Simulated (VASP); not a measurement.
A run of VASP 6.6.1:

File INCAR:

```
  PREC = Accurate
  ENCUT = 520
  EDIFF = 1E-6
  ISMEAR = 0
  SIGMA = 0.1
  LREAL = False
  LASPH = True
  NELM = 100
  ALGO = Normal
  ISIF = 2
  LWAVE = False
  LCHARG = False
  GGA = PS
  NBANDS = 18
```

KPOINTS

```
regular mesh
0
Gamma
  12 12 12
```

File POSCAR:

```
Al3Cu
1.0
    3.8923537760      0.0000000000      0.0000000000
    0.0000000000      3.8923537760      0.0000000000
    0.0000000000      0.0000000000      3.8923537760
Al Cu
3 1
Direct
    0.0000000000      0.5000000000      0.5000000000
    0.5000000000      0.0000000000      0.5000000000
    0.5000000000      0.5000000000      0.0000000000
    0.0000000000      0.0000000000      0.0000000000
```

Potentials or basis: VASP PAW PBE potentials, release 64 (Al, Cu).

Run with:

```bash
$ cat potpaw_PBE.64/Al/POTCAR potpaw_PBE.64/Cu/POTCAR > POTCAR
$ mpirun -np 1 vasp_std > vasp.out
```

Hardware: 1 thread of Intel(R) Xeon(R) Platinum 8488C (Sapphire Rapids), with other jobs on the host.

Q: Estimate the wall time of this run.

A: Run time: 110 s on 1 thread of Intel(R) Xeon(R) Platinum 8488C (Sapphire Rapids), on a shared host, peak memory 0.22 GiB. Counts: scf iterations 17, k points 84.
